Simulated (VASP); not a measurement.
A run of VASP 6.6.1 is set up as follows.

Contents of INCAR:

```
SYSTEM = Li
  PREC = Accurate
  ENCUT = 520
  EDIFF = 1E-6
  ISMEAR = -1
  SIGMA = 0.1
  LREAL = .False.
  LASPH = .True.
  NELM = 60
  ALGO = Normal
  ISIF = 2
  LWAVE = .False.
  LCHARG = .True.
  GGA = RE
  LELF = .True.
  LVHAR = .True.
  NBANDS = 12
```

File KPOINTS:

```
Automatic mesh
0
Gamma
  8 8 12
  0 0 0
```

Contents of POSCAR:

```
Li
1.0
    5.0661300749      0.0000000000      0.0000000000
   -2.5330650374      4.3873973438      0.0000000000
    0.0000000000      0.0000000000      2.9722364224
Li
3
Direct
    0.0000000000      0.0000000000      1.0000000000
    0.3333333333      0.6666666667      0.5000000000
    0.6666666667      0.3333333333      0.5000000000
```

Potentials or basis: VASP PAW PBE potentials, release 64 (Li_sv).

Launch:

```console
$ cat potpaw_PBE.64/Li_sv/POTCAR > POTCAR
$ mpirun -np 1 vasp_std > vasp.out
```

Question: Predict the band gap on the k mesh.

Answer: Zero (an odd number of electrons rules out a gap without spin polarisation).
